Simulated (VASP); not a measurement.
# NbTe (P-6m2) in VASP: further runs

The runs below take NbTe through single point, with PBEsol.

Program: VASP 6.6.1. These are calculated values, not measurements. Logs are shortened: lines on timing, memory, paths and dates and some standing lists are left out, and cuts for length are marked.

## (1) The cell of the first run

Symmetry: P-6m2, No. 187, hexagonal system. Conventional cell: a = 3.549 Å, b = 3.549 Å, c = 3.540 Å, α = 90.00°, β = 90.00°, γ = 120.00°. Nb (site symmetry -6m2) has 6 Te at 2.71 Å and 8 Nb at 3.54 to 3.55 Å within 3.6 Å. Within 3.6 Å of Te (site symmetry -6m2) lie 6 Nb at 2.71 Å and 8 Te at 3.54 to 3.55 Å.

## (2) Single point, PBEsol

INCAR

```
SYSTEM = NbTe
ALGO = Normal
EDIFF = 1E-6
ENCUT = 500
GGA = PS
GGA_COMPAT = .False.
ISIF = 2
ISMEAR = -1
LASPH = .True.
LCHARG = .False.
LREAL = .False.
LWAVE = .False.
NBANDS = 16
NELM = 120
PREC = Accurate
SIGMA = 0.1
```

KPOINTS

```
k-points
0
Gamma
  7 7 6
  0 0 0
```

POSCAR

```
NbTe
1.0
    3.5485006308      0.0000000000      0.0000000000
   -1.7742503154      3.0730921194      0.0000000000
    0.0000000000      0.0000000000      3.5401031883
Nb Te
1 1
Direct
    0.0000000000      0.0000000000      0.5000000000
    0.6666666667      0.3333333333      0.0000000000
```

Potentials or basis: VASP PAW PBE potentials, release 64 (Nb_sv, Te).

Launch:

```sh
$ cat potpaw_PBE.64/Nb_sv/POTCAR potpaw_PBE.64/Te/POTCAR > POTCAR
$ mpirun -np 1 vasp_std > vasp.out
```

OUTCAR:

```text
SYSTEM = NbTe
   EDIFF = 1E-6
   ENCUT = 500
   GGA = PS
   ISIF = 2
   ISMEAR = -1
   LASPH = .True.
   LREAL = .False.
   NELM = 120
   PREC = Accurate

 ion  position               nearest neighbor table
   1  0.000  0.000  0.500-   2 2.71   2 2.71   2 2.71   2 2.71   2 2.71   2 2.71
   2  0.667  0.333  0.000-   1 2.71   1 2.71   1 2.71   1 2.71   1 2.71   1 2.71

  LATTYP: Found a hexagonal cell.
 ALAT       =     3.5485006308
 C/A-ratio  =     0.9976335237

  Lattice vectors:

 A1 = (   3.5485006308,   0.0000000000,   0.0000000000)
 A2 = (  -1.7742503154,   3.0730921194,   0.0000000000)
 A3 = (   0.0000000000,   0.0000000000,   3.5401031883)

Analysis of symmetry for initial positions (statically):
=====================================================================
 Subroutine PRICEL returns:
 Original cell was already a primitive cell.

 Routine SETGRP: Setting up the symmetry group for a
 hexagonal supercell.

 Subroutine GETGRP returns: Found 12 space group operations
 (whereof 12 operations were pure point group operations)
 out of a pool of 24 trial point group operations.

The static configuration has the point symmetry D_3h.

Analysis of symmetry for dynamics (positions and initial velocities):
=====================================================================
 Subroutine PRICEL returns:
 Original cell was already a primitive cell.

 Routine SETGRP: Setting up the symmetry group for a
 hexagonal supercell.

 Subroutine GETGRP returns: Found 12 space group operations
 (whereof 12 operations were pure point group operations)
 out of a pool of 24 trial point group operations.

The dynamic configuration has the point symmetry D_3h.

 Subroutine INISYM returns: Found 12 space group operations
 (whereof 12 operations are pure point group operations),
 and found     1 'primitive' translations

----------------------------------------------------------------------------------------

                                     Primitive cell

  volume of cell :      38.6044

  direct lattice vectors                    reciprocal lattice vectors
     3.548500631  0.000000000  0.000000000     0.281809165  0.162702575  0.000000000
    -1.774250315  3.073092119  0.000000000     0.000000000  0.325405149  0.000000000
     0.000000000  0.000000000  3.540103188     0.000000000  0.000000000  0.282477642

  length of vectors
     3.548500631  3.548501001  3.540103188     0.325405183  0.325405149  0.282477642

  position of ions in fractional coordinates (direct lattice)
     0.000000000  0.000000000  0.500000000
     0.666666667  0.333333333  0.000000000

  ion indices of the primitive-cell ions
   primitive index   ion index
                 1           1
                 2           2

----------------------------------------------------------------------------------------

 KPOINTS: k-points

Automatic generation of k-mesh.
 Grid dimensions read from file:
 generate k-points for:    7    7    6

 Generating k-lattice:

  Cartesian coordinates                     Fractional coordinates (reciprocal lattice)
     0.040258452  0.023243225  0.000000000     0.142857143  0.000000000  0.000000000
     0.000000000  0.046486450  0.000000000     0.000000000  0.142857143  0.000000000
     0.000000000  0.000000000  0.047079607     0.000000000  0.000000000  0.166666667

  Length of vectors
     0.046486455  0.046486450  0.047079607

  Shift w.r.t. Gamma in fractional coordinates (k-lattice)
     0.000000000  0.000000000  0.000000000

 Subroutine IBZKPT returns following result:
 ===========================================

 Found     32 irreducible k-points:

 Following reciprocal coordinates:
            Coordinates               Weight
  0.000000  0.000000  0.000000      1.000000
  0.142857  0.000000  0.000000      6.000000
  0.285714 -0.000000  0.000000      6.000000
  0.428571 -0.000000  0.000000      6.000000
  0.142857  0.142857  0.000000      6.000000
  0.285714  0.142857  0.000000     12.000000
[... 16 lines left out ...]
  0.428571  0.142857  0.333333     12.000000
  0.285714  0.285714  0.333333     12.000000
 [... further k-points ...]
   k-points           NKPTS =     32   k-points in BZ     NKDIM =     32   number of bands    NBANDS=     16
   number of dos      NEDOS =    301   number of ions     NIONS =      2
   total plane-waves  NPLWV =  21952
   dimension x,y,z NGX =    28 NGY =   28 NGZ =   28
   dimension x,y,z NGXF=    56 NGYF=   56 NGZF=   56
   ions per type =               1   1
   NGX,Y,Z   is equivalent  to a cutoff of  13.12, 13.12, 13.15 a.u.
   NGXF,Y,Z  is equivalent  to a cutoff of  26.24, 26.24, 26.30 a.u.
 SYSTEM =  NbTe
   PREC   = accura    normal or accurate (medium, high low for compatibility)
   ISTART =      0    job   : 0-new  1-cont  2-samecut
   ICHARG =      2    charge: 1-file 2-atom 10-const
   ISPIN  =      1    spin polarized calculation?
   LNONCOLLINEAR =      F non collinear calculations
   LSORBIT =      F    spin-orbit coupling
   LASPH  =      T    aspherical Exc in radial PAW
   ENCUT  =  500.0 eV  36.75 Ry    6.06 a.u.   6.47  6.47  6.45*2*pi/ulx,y,z
   NELM   =    120;   NELMIN=  2; NELMDL= -5     # of ELM steps
   EDIFF  = 0.1E-05   stopping-criterion for ELM
   LREAL  =      F    real-space projection
   EDIFFG = 0.1E-04   stopping-criterion for IOM
   NSW    =      0    number of steps for IOM
   IBRION =     -1    ionic relax: 0-MD 1-quasi-New 2-CG
   NFREE  =      0    steps in history (QN), initial steepest desc. (CG)
   ISIF   =      2    stress and relaxation
   ISYM   =      2    0-nonsym 1-usesym 2-fastsym
   POTIM  = 0.5000    time-step for ionic-motion
   TEBEG  =    0.0;   TEEND  =   0.0 temperature during run
   PSTRESS=    0.0 pullay stress
   NELECT =      19.0000    total number of electrons
   NUPDOWN=      -1.0000    fix difference up-down
   EMIN   =  10.00;   EMAX   =-10.00  energy-range for DOS
   EFERMI =   0.00;   METHOD = LEGACY
   ISMEAR =    -1;   SIGMA  =   0.10  broadening in eV -4-tet -1-fermi 0-gaus
   EFERMI_NEDOS =   21; number of points for ismear=-14 and -15
   IALGO  =     38    algorithm
   IMIX   =      4    mixing-type and parameters
     AMIX     =   0.40;   BMIX     =  1.00
     AMIX_MAG =   1.60;   BMIX_MAG =  1.00
  volume/ion in A,a.u.               =      19.30       130.26
  Fermi-wavevector in a.u.,A,eV,Ry     =   1.292550  2.442565 22.731044  1.670685
  Thomas-Fermi vector in A             =   2.424251
   LORBIT       =      0    0 simple, 1 ext, 2 COOP (PROOUT), +10 PAW based schemes
   GGA     = PS    functional components
   LHFCALC =     F    Hartree Fock is set to
   AEXX    =    0.0000 exact exchange contribution
   IVDW    =     0    specifies the selected vdW correction
   LEPSILON=     F    determine dielectric tensor
   LRPA    =     F    only Hartree local field effects (RPA)
 non-spin polarized calculation
  energy-cutoff  :      500.00
  volume of cell :       38.60
 maximum number of plane-waves:      1009
 NGX is ok and might be reduce to    28
   NGX = 13   NGY = 13   NGZ = 13

 number of electron      18.9999999 magnetization

 Free energy of the ion-electron system (eV)
  ---------------------------------------------------
  ext. energy  EPLUGINS =         0.00000000
  ---------------------------------------------------
  free energy    TOTEN  =       -14.77326667 eV

  energy without entropy =      -14.73315517  energy(sigma->0) =      -14.75321092

 E-fermi :  12.7956     XC(G=0): -12.0144

 val. band max:       12.7657635283   @ k =   0.2857  -0.0000   0.3333
 cond. band min:      12.9059813192   @ k =   0.1429   0.0000   0.0000
 fundamental gap:      0.1402177909
 Fermi energy:        12.7956023712

 k-point     1 :       0.0000    0.0000    0.0000
  band No.  band energies     occupation
      1     -42.4774      2.00000
      2     -18.7767      2.00000
      3     -18.5279      2.00000
      4     -18.5279      2.00000
      5      -2.2743      2.00000
      6       9.1996      2.00000
[... 8 lines left out ...]
     15      19.0988      0.00000
     16      20.3628      0.00000

 k-point     2 :       0.1429    0.0000    0.0000
  band No.  band energies     occupation
      1     -42.4741      2.00000
      2     -18.7689      2.00000
      3     -18.5731      2.00000
      4     -18.5382      2.00000
      5      -1.9740      2.00000
      6       8.2397      2.00000
[... 8 lines left out ...]
     15      19.1465      0.00000
     16      21.4853      0.00000

 k-point     3 :       0.2857   -0.0000    0.0000
  band No.  band energies     occupation
      1     -42.4666      2.00000
      2     -18.7512      2.00000
      3     -18.6730      2.00000
      4     -18.5615      2.00000
      5      -1.1795      2.00000
      6       6.5170      2.00000
[... 8 lines left out ...]
     15      20.5991      0.00000
     16      22.1224      0.00000

 k-point     4 :       0.4286   -0.0000    0.0000
  band No.  band energies     occupation
      1     -42.4606      2.00000
      2     -18.7515      2.00000
      3     -18.7370      2.00000
      4     -18.5800      2.00000
      5      -0.3189      2.00000
      6       5.0949      2.00000
[... 8 lines left out ...]
     15      19.2454      0.00000
     16      22.4977      0.00000

 k-point     5 :       0.1429    0.1429    0.0000
  band No.  band energies     occupation
      1     -42.4687      2.00000
      2     -18.7561      2.00000
      3     -18.6394      2.00000
      4     -18.5612      2.00000
      5      -1.4233      2.00000
      6       7.1075      2.00000
[... 8 lines left out ...]
     15      19.4378      0.00000
     16      22.2751      0.00000

 k-point     6 :       0.2857    0.1429    0.0000
  band No.  band energies     occupation
      1     -42.4619      2.00000
      2     -18.7402      2.00000
      3     -18.7161      2.00000
      4     -18.5945      2.00000
      5      -0.5586      2.00000
      6       5.7705      2.00000
[... 8 lines left out ...]
     15      20.6506      0.00000
     16      21.9981      0.00000

 k-point     7 :       0.4286    0.1429    0.0000
  band No.  band energies     occupation
      1     -42.4589      2.00000
      2     -18.7493      2.00000
      3     -18.7331      2.00000
      4     -18.6097      2.00000
      5      -0.0526      2.00000
      6       5.0805      2.00000
[... 8 lines left out ...]
     15      19.9765      0.00000
     16      22.3950      0.00000

 k-point     8 :       0.2857    0.2857    0.0000
  band No.  band energies     occupation
      1     -42.4582      2.00000
      2     -18.7313      2.00000
      3     -18.7216      2.00000
      4     -18.6500      2.00000
      5       0.0441      2.00000
      6       5.5571      2.00000
[... 8 lines left out ...]
     15      21.8534      0.00000
     16      21.9011      0.00000

 k-point     9 :       0.0000    0.0000    0.1667
  band No.  band energies     occupation
      1     -42.4748      2.00000
      2     -18.8288      2.00000
      3     -18.5234      2.00000
      4     -18.5234      2.00000
      5      -1.9307      2.00000
      6       7.7594      2.00000
[... 8 lines left out ...]
     15      20.3234      0.00000
     16      20.3235      0.00000
[... 172 lines left out ...]
 k-point    19 :       0.2857   -0.0000    0.3333
  band No.  band energies     occupation
      1     -42.4589      2.00000
      2     -18.8910      2.00000
      3     -18.6480      2.00000
      4     -18.5435      2.00000
      5      -0.4453      2.00000
      6       6.2153      2.00000
[... 8 lines left out ...]
     15      20.4206      0.00000
     16      21.8991      0.00000

 k-point    20 :       0.4286   -0.0000    0.3333
  band No.  band energies     occupation
      1     -42.4529      2.00000
      2     -18.8683      2.00000
      3     -18.7207      2.00000
      4     -18.5594      2.00000
      5       0.0129      2.00000
      6       5.7472      2.00000
[... 8 lines left out ...]
     15      18.9885      0.00000
     16      21.5692      0.00000

 k-point    21 :       0.1429    0.1429    0.3333
  band No.  band energies     occupation
      1     -42.4609      2.00000
      2     -18.8988      2.00000
      3     -18.6169      2.00000
      4     -18.5438      2.00000
      5      -0.5828      2.00000
      6       6.1978      2.00000
[... 8 lines left out ...]
     15      20.4745      0.00000
     16      21.0943      0.00000

 k-point    22 :       0.2857    0.1429    0.3333
  band No.  band energies     occupation
      1     -42.4542      2.00000
      2     -18.8735      2.00000
      3     -18.6875      2.00000
      4     -18.5733      2.00000
      5      -0.1021      2.00000
      6       6.2602      2.00000
[... 8 lines left out ...]
     15      19.8968      0.00000
     16      20.6056      0.00000

 k-point    23 :       0.4286    0.1429    0.3333
  band No.  band energies     occupation
      1     -42.4513      2.00000
      2     -18.8621      2.00000
      3     -18.7183      2.00000
      4     -18.5868      2.00000
      5       0.1576      2.00000
      6       5.7530      2.00000
[... 8 lines left out ...]
     15      18.9956      0.00000
     16      20.9027      0.00000

 k-point    24 :       0.2857    0.2857    0.3333
  band No.  band energies     occupation
      1     -42.4505      2.00000
      2     -18.8593      2.00000
      3     -18.6921      2.00000
      4     -18.6244      2.00000
      5       0.2219      2.00000
      6       6.0225      2.00000
[... 8 lines left out ...]
     15      18.7204      0.00000
     16      21.6407      0.00000

 [... further k-points ...]
[... 5 lines left out ...]
  --------------------------------------------------------------------------------------
  -------------------------------------------------------------------------------------
  Total        2.9964362      2.9964370      4.1773107     -0.0000000      0.0000000      0.0000000
  in kB      124.3595748    124.3596094    173.3688109     -0.0000000      0.0000000      0.0000000
  external PRESSURE =     140.6959984 kB  Pullay stress =       0.0000000 kB

 VOLUME and BASIS-vectors are now :
 -----------------------------------------------------------------------------
  energy-cutoff  :      500.00
  volume of cell :       38.60
      direct lattice vectors                 reciprocal lattice vectors
     3.548500631  0.000000000  0.000000000     0.281809165  0.162702575  0.000000000
    -1.774250315  3.073092119  0.000000000     0.000000000  0.325405149  0.000000000
     0.000000000  0.000000000  3.540103188     0.000000000  0.000000000  0.282477642

 POSITION                                       TOTAL-FORCE (eV/Angst)
 -----------------------------------------------------------------------------------
      0.00000      0.00000      1.77005         0.000000     -0.000000      0.000000
      1.77425      1.02436      0.00000        -0.000000      0.000000      0.000000
 -----------------------------------------------------------------------------------
    total drift:                               -0.000000     -0.000008      0.000000

  FREE ENERGIE OF THE ION-ELECTRON SYSTEM (eV)
  ---------------------------------------------------
  free  energy   TOTEN  =       -14.7732666699 eV

  energy  without entropy=      -14.7331551713  energy(sigma->0) =      -14.75321092
```

Run time: 12 s. Hardware: 1 thread of Intel Xeon Platinum 8488C (Sapphire Rapids), shared host; peak memory 0.16 GiB.

Results:

```yaml
Free_energy: -14.7733 eV
Pressure: 14.1 GPa
```

Levels at points of the mesh, in eV from the Fermi level:
| k point | band 7 | band 8 | band 9 | band 10 | band 11 | band 12 | band 13 | band 14 |
| --- | --- | --- | --- | --- | --- | --- | --- | --- |
| (0.00, 0.00, 0.00) | -3.47 | -3.47 | -2.25 | 0.18 | 0.18 | 3.03 | 3.03 | 3.64 |
| (0.00, 0.00, 0.50) | -2.81 | -2.81 | -1.15 | -1.15 | 0.85 | 1.94 | 1.94 | 5.96 |

Caveat: the PAW data sets were made with another functional, which shifts forces and pressure a little; spin-orbit coupling is left out, which moves the levels of the heavy elements.

(Continued in part 2 of 2.)
